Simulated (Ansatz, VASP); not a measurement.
**One calculation of TiC, two programs**

Contents of INCAR:

```
SYSTEM = TiC
PREC = Accurate
ENCUT = 600
EDIFF = 1E-6
ISMEAR = 0
SIGMA = 0.2
LREAL = .False.
LASPH = .True.
NELM = 60
ALGO = Normal
ISIF = 3
LWAVE = .False.
LCHARG = .False.
GGA = PE
IBRION = 2
NSW = 80
EDIFFG = -0.001
```

KPOINTS

```
regular mesh
0
Gamma
  16 16 16
  0 0 0
```

POSCAR

```
TiC
1.0
    0.0000000000      2.1593000000      2.1593000000
    2.1593000000      0.0000000000      2.1593000000
    2.1593000000      2.1593000000      0.0000000000
Ti C
1 1
Direct
    0.0000000000      0.0000000000      0.0000000000
    0.5000000000      0.5000000000      0.5000000000
```

Input for Ansatz:

```yaml
crystal:
  lattice:
    - [0.0, 2.1593, 2.1593]
    - [2.1593, 0.0, 2.1593]
    - [2.1593, 2.1593, 0.0]
  atoms:
    - { symbol: Ti, position: [0.0, 0.0, 0.0] }
    - { symbol: C, position: [0.5, 0.5, 0.5] }
scf:
  occupations: { method: gaussian, width: 0.2 }
output:
  forces: true
  stress: true
  eigenvalues: true
  write_density: true
  write_potential: true
  elf: true
  volumetric_format: npy
hamiltonian:
  xc: pbe
relax:
  f_tol: 0.001
  max_steps: 60
  cell: { stress_tol: 0.03 }
kpoints:
  mp_grid: { grid: [16, 16, 16] }
```

Alike in both runs: task relaxation of cell and atoms; functional PBE; k mesh 16 × 16 × 16; occupations gaussian, width 0.2 eV; no spin polarisation.

|  | VASP | Ansatz |
| --- | --- | --- |
| version | VASP 6.6.1 | Ansatz 0.2.0 |
| potentials or method | VASP PAW PBE potentials, release 64 (Ti_sv, C) | scalar-relativistic, plane waves, PAW |
| plane-wave cutoff (eV) | 600 | 420 |
| valence electrons in the cell | 16 | 16 |

```csv
,VASP,Ansatz,Ansatz less VASP
"gap on the k mesh at the Fermi level, each at its own relaxed structure (eV)",none,none,-
relaxed volume (Å³/atom),10.17,10.17,-0.005
relaxed cell length with the largest relative difference (Å),3.064,3.064,-0.0005
```

A gap of «none» marks a metal or a gap that the smearing closes.
